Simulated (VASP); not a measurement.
The system is Ti.

```
CELL_PARAMETERS angstrom
4.60000 0.00000 0.00000
-2.30000 3.98372 0.00000
0.00000 0.00000 2.82000
ATOMIC_POSITIONS crystal
Ti 0.00000 0.00000 0.00000
Ti 0.33333 0.66667 0.50000
Ti 0.66667 0.33333 0.50000
```

This isn't the form of Ti at room conditions, which is hcp.

- Program: VASP 6.6.1
- Task: relaxation of cell and atoms
- Functional: PBEsol
- Dispersion: D3(BJ)
- Potentials or basis: VASP PAW PBE potentials, release 64 (Ti_sv)
- Cutoff: 600 eV
- k mesh: 8 × 8 × 11
- Occupations: fermi-dirac, width 0.05 eV
- Spin: no spin polarisation

At the start: pressure -10.8 GPa; volume 17.23 Å³/atom.

Q: How do energy, volume and symmetry change on relaxing?

A: Over 8 steps the energy falls by 60.7 meV/atom and the volume is 15.58 Å³/atom (-9.5 %); space group P6/mmm (No. 191, to 0.1 Å) before and after.

The path:
| step | energy change (eV) | largest force (eV/Å) | pressure (GPa) | volume (Å³) |
| --- | --- | --- | --- | --- |
| 1 | 0.0000 | 0.0000 | -10.82 | 51.68 |
| 2 | -0.0772 | 0.0000 | 10.74 | 43.45 |
| 3 | -0.1810 | 0.0000 | -0.04 | 46.77 |
| 4 | -0.1810 | 0.0000 | 0.22 | 46.68 |
| 5 | -0.1821 | 0.0000 | 0.18 | 46.68 |
| 6 | -0.1821 | 0.0000 | 0.18 | 46.68 |
| 7 | -0.1821 | 0.0000 | -0.10 | 46.79 |
| 8 | -0.1821 | 0.0000 | -0.02 | 46.74 |

Final structure:
```yaml
crystal:
  lattice:
    - [4.43013, 0.00000, 0.00000]
    - [-2.21506, 3.83660, 0.00000]
    - [0.00000, 0.00000, 2.75008]
  atoms:
    - { symbol: Ti, position: [0.00000, 0.00000, 0.00000] }
    - { symbol: Ti, position: [0.33333, 0.66667, 0.50000] }
    - { symbol: Ti, position: [0.66667, 0.33333, 0.50000] }
```

Caveat: the PAW data sets were made with another functional, which shifts forces and pressure a little.
